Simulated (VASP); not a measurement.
The system is C.

```
C
1.0
     0.00000    1.78337    1.78337
     1.78337    0.00000    1.78337
     1.78337    1.78337    0.00000
C
2
Direct
  0.74778 0.75306 0.75416
  0.48928 0.49860 0.49360
```

This cell differs from its parent crystal: atoms moved at random.

Base run:

| Quantity | Value |
| --- | --- |
| Program | VASP 6.6.1 |
| Functional | PBE |
| Potentials or basis | VASP PAW PBE potentials, release 64 (C) |
| Cutoff | 520 eV |
| k mesh | 13 × 13 × 13 |
| Occupations | fermi-dirac, width 0.05 eV |
| Spin | no spin polarisation |

Its results: band gap on the k mesh 3.23 eV, indirect (least direct gap 3.98 eV); pressure 3.2 GPa; largest force 1.670 eV/Å.

Task: The run is repeated on the same cell with these changes: functional from PBE to PBEsol; further incar settings from ALGO = Normal; EDIFF = 1e-07; NBANDS = 11 to ALGO = Normal; EDIFF = 1e-06; NBANDS = 11. What comes out?

Result: Band gap on the k mesh 3.11 eV, indirect (least direct gap 3.94 eV); pressure -3.0 GPa; largest force 1.662 eV/Å.

Caveats: forces of over 1 eV/Å act on the atoms, so gaps and moduli don't describe the material at rest (some runs); the PAW data sets were made with another functional, which shifts forces and pressure a little (some runs).

A k mesh can miss the band edges.
